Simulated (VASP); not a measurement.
# C: single point with PBEsol

The system is C, a slab with vacuum.

```
CELL_PARAMETERS angstrom
2.45885 0.00000 0.00000
0.00000 4.26148 0.00000
0.00000 0.00000 26.68162
ATOMIC_POSITIONS crystal
C 0.50000 0.18056 0.29938
C 0.00000 0.27317 0.31721
C 0.00000 0.48532 0.36052
C 0.50000 0.58440 0.38125
C 0.50000 0.78376 0.42434
C 0.00000 0.88109 0.44575
C 0.00000 0.07536 0.48921
C 0.50000 0.17177 0.51079
C 0.50000 0.36605 0.55426
C 0.00000 0.46338 0.57567
C 0.00000 0.66277 0.61875
C 0.50000 0.76186 0.63948
C 0.50000 0.97405 0.68278
C 0.00000 0.06668 0.70061
```

- Program: VASP 6.6.1
- Task: single point
- Functional: PBEsol
- Potentials or basis: VASP PAW PBE potentials, release 64 (C)
- Cutoff: 520 eV
- k mesh: 11 × 6 × 1
- Occupations: gaussian, width 0.05 eV
- Spin: no spin polarisation

```
Largest force          : 0.048 eV/Å
Band gap on the k mesh : zero (bands 28 and 29 overlap by 0.56 eV)
```

Forces in eV/Å, atoms in the order of the input:
```
C    0.000 -0.031 -0.037
C    0.000 -0.002 -0.007
C    0.000 -0.003 -0.002
C    0.000  0.001 -0.002
C    0.000  0.001  0.002
C    0.000 -0.001  0.000
C    0.000  0.002  0.001
C    0.000 -0.002 -0.002
C    0.000  0.001  0.000
C    0.000 -0.001 -0.002
C    0.000 -0.001  0.002
C    0.000  0.003  0.002
C    0.000  0.002  0.007
C    0.000  0.031  0.037
```

Levels at points of the mesh, in eV from the Fermi level:
| k point | band 25 | band 26 | band 27 | band 28 | band 29 | band 30 | band 31 | band 32 |
| --- | --- | --- | --- | --- | --- | --- | --- | --- |
| (0.00, 0.00, 0.00) | -3.72 | -3.37 | -3.36 | 0.06 | 0.07 | 1.83 | 3.58 | 4.18 |
| (0.00, 0.50, 0.00) | -3.39 | -3.13 | -2.26 | 0.17 | 0.19 | 2.75 | 4.01 | 5.47 |

Run time: 5.4 min on 1 thread of Intel(R) Xeon(R) 6975P-C (Granite Rapids), with other jobs on the host, peak memory 0.4 GiB.

Caveat: the PAW data sets were made with another functional, which shifts forces and pressure a little.
